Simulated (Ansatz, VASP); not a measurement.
## BaTiO3 in VASP and in Ansatz

```
Ba Ti O
1.0
     3.97224    0.00000    0.00000
     0.00000    3.97224    0.00000
     0.00000    0.00000    4.11276
Ba Ti O
1 1 3
Direct
  0.00000 0.00000 0.99559
  0.50000 0.50000 0.47749
  0.50000 0.50000 0.03460
  0.50000 0.00000 0.51766
  0.00000 0.50000 0.51766
```

Alike in both runs: functional r2SCAN; k mesh 8 × 8 × 8; no spin polarisation.

Ansatz relaxed the structure, and its values are those at the end. VASP's run is a single point on that final structure, the one shown.

```csv
,VASP,Ansatz
version,VASP 6.6.1,Ansatz 0.2.0
potentials or method,"VASP PAW PBE potentials, release 64 (Ba_sv, Ti_sv, O), cutoff 520 eV","scalar-relativistic, plane waves, PAW"
occupations,"gaussian, width 0.01 eV",fixed
valence electrons in the cell,40,40
```

```csv
,VASP,Ansatz,Ansatz less VASP
gap on the k mesh at the Fermi level (eV),2.21,2.23,+0.019
least direct gap on the mesh (eV),2.71,2.70,-0.011
pressure (GPa),1.9,0.0,-1.92
rms of the force components (eV/Å),0.060,0.000,-0.0597
```

VASP's potentials were made for PBE, not for r2SCAN.

Spin-orbit coupling is off throughout.
